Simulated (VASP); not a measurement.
# PbI2 (P-3m1) in VASP: settings compared, part 2 of 2

VASP 6.6.1. The steps go on from the part before.

## (3) Single point, PBE-based global hybrid with 50 % exact exchange

File POSCAR:

```
PbI2
1.0
    4.5657260587      0.0000000000      0.0000000000
   -2.2828630293      3.9540347535      0.0000000000
    0.0000000000      0.0000000000      7.0410820790
Pb I
1 2
Direct
    0.0000000000      0.0000000000      0.0000000000
    0.3333333333      0.6666666667      0.2667794131
    0.6666666667      0.3333333333      0.7332205869
```

File INCAR.step1:

```
ALGO = Normal
EDIFF = 1E-5
ENCUT = 400
GGA = PE
GGA_COMPAT = False
ISIF = 2
ISMEAR = 0
LASPH = True
LREAL = False
LWAVE = True
NBANDS = 21
NELM = 120
PREC = Accurate
SIGMA = 0.01
```

File INCAR.step2:

```
AEXX = 0.5
ALGO = Normal
EDIFF = 1E-6
ENCUT = 400
GGA = PE
GGA_COMPAT = False
ISIF = 2
ISMEAR = 0
ISTART = 1
LASPH = True
LCHARG = True
LELF = True
LHFCALC = True
LREAL = False
LVHAR = True
LWAVE = False
NBANDS = 21
NELM = 120
PREC = Accurate
PRECFOCK = Normal
SIGMA = 0.01
```

File KPOINTS:

```
k-points
0
Gamma
  6 6 2
```

Potentials or basis: VASP PAW PBE potentials, release 64 (Pb_d, I).

Started as:

```console
$ cat potpaw_PBE.64/Pb_d/POTCAR potpaw_PBE.64/I/POTCAR > POTCAR
$ cp INCAR.step1 INCAR
$ mpirun -np 1 vasp_std > vasp.out
$ cp INCAR.step2 INCAR
$ mpirun -np 1 vasp_std > vasp.out
```

OUTCAR:

```text
AEXX = 0.5
   EDIFF = 1E-6
   ENCUT = 400
   GGA = PE
   ISIF = 2
   ISMEAR = 0
   ISTART = 1
   LASPH = True
   LHFCALC = True
   LREAL = False
   NELM = 120
   PREC = Accurate
   PRECFOCK = Normal

 ion  position               nearest neighbor table
   1  0.000  0.000  0.000-   2 3.24   3 3.24   2 3.24   3 3.24   3 3.24   2 3.24
   2  0.333  0.667  0.267-   1 3.24   1 3.24   1 3.24
   3  0.667  0.333  0.733-   1 3.24   1 3.24   1 3.24

  LATTYP: Found a hexagonal cell.
 ALAT       =     4.5657260587
 C/A-ratio  =     1.5421604337

  Lattice vectors:

 A1 = (   4.5657260587,   0.0000000000,   0.0000000000)
 A2 = (  -2.2828630293,   3.9540347535,   0.0000000000)
 A3 = (   0.0000000000,   0.0000000000,   7.0410820790)

Analysis of symmetry for initial positions (statically):
=====================================================================
 Subroutine PRICEL returns:
 Original cell was already a primitive cell.

 Routine SETGRP: Setting up the symmetry group for a
 hexagonal supercell.

 Subroutine GETGRP returns: Found 12 space group operations
 (whereof 12 operations were pure point group operations)
 out of a pool of 24 trial point group operations.

The static configuration has the point symmetry D_3d.

Analysis of symmetry for dynamics (positions and initial velocities):
=====================================================================
 Subroutine PRICEL returns:
 Original cell was already a primitive cell.

 Routine SETGRP: Setting up the symmetry group for a
 hexagonal supercell.

 Subroutine GETGRP returns: Found 12 space group operations
 (whereof 12 operations were pure point group operations)
 out of a pool of 24 trial point group operations.

[... 113 lines left out ...]
  Fermi-wavevector in a.u.,A,eV,Ry     =   0.988699  1.868371 13.300055  0.977526
  Thomas-Fermi vector in A             =   2.120245
   LORBIT       =      0    0 simple, 1 ext, 2 COOP (PROOUT), +10 PAW based schemes
   GGA     = PE    functional components
   LHFCALC =     T    Hartree Fock is set to
   PRECFOCK=normal    Normal, Fast or Accurate (Low or Medium for compatibility)
   ENCUT4O =  -1.0   cutoff for four orbital integrals eV
   NKREDX  =     1    reduce k-point grid by
   NKREDY  =     1    reduce k-point grid by
   NKREDZ  =     1    reduce k-point grid by
   AEXX    =    0.5000 exact exchange contribution
   HFSCREEN=    0.0000 screening length (either q_TF or 0.3 A-1)
   HFSCREENC=   0.0000 screening length for correlation (either q_TF or 0.3 A-1)
   ENCUTFOCK=  -1.0 apply spherical cutoff to Coloumb kernel
   IVDW    =     0    specifies the selected vdW correction
   LEPSILON=     F    determine dielectric tensor
   LRPA    =     F    only Hartree local field effects (RPA)
 non-spin polarized calculation
 Gauss-broadening in eV      SIGMA  =   0.01
  energy-cutoff  :      400.00
  volume of cell :      127.11
 maximum number of plane-waves:      2326
 NGX is ok and might be reduce to    30
  NGX = 24; NGY = 24; NGZ = 36

 number of electron      27.9999998 magnetization

 Free energy of the ion-electron system (eV)
  ---------------------------------------------------
  ext. energy  EPLUGINS =         0.00000000
  ---------------------------------------------------
  free energy    TOTEN  =       -14.63185101 eV

  energy without entropy =      -14.63185101  energy(sigma->0) =      -14.63185101

 E-fermi :   0.8875     XC(G=0):  -4.7222

 val. band max:        0.8292785326   @ k =   0.0000   0.0000   0.5000
 cond. band min:       5.8421708888   @ k =   0.0000   0.0000   0.5000
 fundamental gap:      5.0128923562
 Fermi energy:         0.8874593119

 k-point     1 :       0.0000    0.0000    0.0000
  band No.  band energies     occupation
      1     -18.7616      2.00000
      2     -18.7616      2.00000
      3     -18.7256      2.00000
      4     -18.7184      2.00000
      5     -18.7184      2.00000
      6     -13.7810      2.00000
[... 325 lines left out ...]
     20      11.6609      0.00000
     21      12.1807      0.00000

------------------------ aborting loop because EDIFF is reached ----------------------------------------

  FORCE on cell =-STRESS in cart. coord.  units (eV):
  Direction    XX          YY          ZZ          XY          YZ          ZX
  --------------------------------------------------------------------------------------
  -------------------------------------------------------------------------------------
  Total        0.0933586      0.0933586     -0.0560629      0.0000000      0.0000000     -0.0000000
  in kB        1.1767253      1.1767253     -0.7066371      0.0000000      0.0000000     -0.0000000
  external PRESSURE =       0.5489378 kB  Pullay stress =       0.0000000 kB

 VOLUME and BASIS-vectors are now :
 -----------------------------------------------------------------------------
  energy-cutoff  :      400.00
  volume of cell :      127.11
      direct lattice vectors                 reciprocal lattice vectors
     4.565726059  0.000000000  0.000000000     0.219023215  0.126453112  0.000000000
    -2.282863029  3.954034754  0.000000000     0.000000000  0.252906224  0.000000000
     0.000000000  0.000000000  7.041082079     0.000000000  0.000000000  0.142023625

 POSITION                                       TOTAL-FORCE (eV/Angst)
 -----------------------------------------------------------------------------------
      0.00000      0.00000      0.00000        -0.000000      0.000000     -0.000000
     -0.00000      2.63602      1.87842        -0.000000     -0.000000     -0.175043
      2.28286      1.31801      5.16267         0.000000      0.000000      0.175043
 -----------------------------------------------------------------------------------
    total drift:                               -0.000001     -0.000002     -0.000017

  FREE ENERGIE OF THE ION-ELECTRON SYSTEM (eV)
  ---------------------------------------------------
  free  energy   TOTEN  =       -14.6318510055 eV

  energy  without entropy=      -14.6318510055  energy(sigma->0) =      -14.63185101
```

Run time: 20 min. Hardware: 1 thread of Intel Xeon 6975P-C (Granite Rapids), shared host; peak memory 0.24 GiB.

What came out:

| Quantity | Value |
| --- | --- |
| Free energy | -14.6319 eV |
| Pressure | 0.1 GPa |
| Largest force | 0.175 eV/Å |
| Band gap on the k mesh | 5.01 eV |

Forces in eV/Å, atoms in the order of the input:
```
Pb   0.000  0.000  0.000
I    0.000  0.000 -0.175
I    0.000  0.000  0.175
```

Caveat: the k points lie up to 0.45 Å⁻¹ apart; the PAW data sets were made with another functional, which shifts forces and pressure a little; spin-orbit coupling is left out, which moves the levels of the heavy elements.
